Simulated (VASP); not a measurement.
The system is YN.

```xyz
2
Lattice="3.4486 0.0000 0.0000 1.7243 2.9865 0.0000 1.7243 0.9955 2.8157" Properties=species:S:1:pos:R:3 pbc="T T T"
Y     0.0000    0.0000    0.0000
N     3.4486    1.9910    1.4079
```

Base run:

```yaml
Program: VASP 6.6.1
Functional: PBE
Potentials_or_basis: VASP PAW PBE potentials, release 64 (Y_sv, N)
Cutoff: 600 eV
k_mesh: 6 × 6 × 6
Occupations: gaussian, width 0.01 eV
Spin: no spin polarisation
```

Its results: band gap on the k mesh 0.16 eV, indirect (least direct gap 0.54 eV); pressure 2.8 GPa.

Question: The run is repeated on the same cell with these changes: functional from PBE to BLYP. What comes out?

Answer: Band gap on the k mesh 0.30 eV, indirect (least direct gap 0.67 eV); pressure 8.0 GPa.

BLYP binds less tightly than PBE, so the same cell stands under more pressure.

Caveats: the PAW data sets were made with another functional, which shifts forces and pressure a little (some runs).

A k mesh can miss the band edges.
